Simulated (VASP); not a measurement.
Wanted: the native input for a VASP 6.6.1 run.

| Quantity | Value |
| --- | --- |
| Task | relaxation of cell and atoms |
| Functional | r2SCAN |
| Potentials or basis | VASP PAW PBE potentials, release 64 (B, N) |
| Cutoff | 600 eV |
| k mesh | 9 × 9 × 4 |
| Occupations | gaussian, width 0.1 eV |
| Spin | no spin polarisation |
| Dipole correction | no |
| Further INCAR settings | ALGO = Normal; EDIFF = 1e-06; IBRION = 2; EDIFFG = -0.05; NSW = 100; ISIF = 3 |

Crystal: BN.

```
B N
1.0
     2.54000    0.00000    0.00000
    -1.27000    2.19970    0.00000
     0.00000    0.00000    6.59800
B N
2 2
Cartesian
  0.0000 1.4665 1.6495
  1.2700 0.7332 4.9485
  0.0000 1.4665 4.9485
  1.2700 0.7332 1.6495
```

These files were run (other wordings do the same):

POSCAR

```
BN
1.0
    2.5400000000      0.0000000000      0.0000000000
   -1.2700000000      2.1997045300      0.0000000000
    0.0000000000      0.0000000000      6.5980000000
B N
2 2
Direct
    0.3333333300      0.6666666700      0.2500000000
    0.6666666700      0.3333333300      0.7500000000
    0.3333333300      0.6666666700      0.7500000000
    0.6666666700      0.3333333300      0.2500000000
```

INCAR.step1

```
ALGO = Normal ; EDIFF = 1E-4
ENCUT = 600 ; GGA = PE
ISMEAR = 0 ; LASPH = True
LCHARG = False ; LREAL = False
LWAVE = True ; NELM = 100
PREC = Accurate ; SIGMA = 0.1
```

INCAR.step2

```
ALGO = Normal ; EDIFF = 1E-6
EDIFFG = -0.05 ; ENCUT = 600
IBRION = 2 ; ISIF = 3
ISMEAR = 0 ; ISTART = 1
LASPH = True ; LCHARG = False
LMIXTAU = True ; LREAL = False
LWAVE = False ; METAGGA = R2SCAN
NELM = 100 ; NSW = 100
PREC = Accurate ; SIGMA = 0.1
```

KPOINTS

```
k-points
0
Gamma
  9 9 4
```

Potentials or basis: VASP PAW PBE potentials, release 64 (B, N).

Launch:

```bash
$ cat potpaw_PBE.64/B/POTCAR potpaw_PBE.64/N/POTCAR > POTCAR
$ cp INCAR.step1 INCAR
$ mpirun -np 1 vasp_std > vasp.out
$ cp INCAR.step2 INCAR
$ mpirun -np 1 vasp_std > vasp.out
```

Results of the run:

| Item | Value |
| --- | --- |
| Relaxed volume | 8.97 Å³/atom |
| Relaxed cell | a = 2.502 Å, b = 2.502 Å, c = 6.619 Å, α = 90.00°, β = 90.00°, γ = 120.00° |
| Space group after relaxing (to 0.1 Å) | P6_3/mmc (No. 194) |
| Energy gained by relaxing | 13.6 meV/atom |
| Ionic steps | 6 |
| Pressure after relaxing | 0.5 GPa |
| Band gap on the k mesh | 5.02 eV (least direct gap 5.31 eV) |

Caveat: the PAW data sets were made with another functional, which shifts forces and pressure a little.

It took 3.7 min on 1 thread of AMD EPYC 9R45 96-Core Processor (Zen 5) (shared host), peak memory 0.13 GiB.
